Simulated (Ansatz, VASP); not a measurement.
Two plane-wave programs on Ti

```
Ti
1.0
     2.86387    0.00000    0.00000
    -1.43193    2.48018    0.00000
     0.00000    0.00000    4.53999
Ti
2
Direct
  0.33333 0.66667 0.25000
  0.66667 0.33333 0.75000
```

Alike in both runs: task single point; functional LDA; k mesh 13 × 13 × 7; occupations gaussian, width 0.3 eV; no spin polarisation.

|  | VASP | Ansatz |
| --- | --- | --- |
| version | VASP 6.6.1 | Ansatz 0.2.0 |
| potentials or method | VASP PAW LDA potentials, release 64 (Ti_sv), cutoff 520 eV | plane waves (420 eV) with PAW, scalar-relativistic |
| valence electrons in the cell | 24 | 24 |

```tsv
	VASP	Ansatz	Ansatz less VASP
pressure (GPa)	-0.1	0.0	+0.10
```

Ansatz warns that its potentials were made for another functional, while VASP's fit it. LDA's correlation is that of Perdew and Zunger in VASP and of Perdew and Wang (1992) in Ansatz.
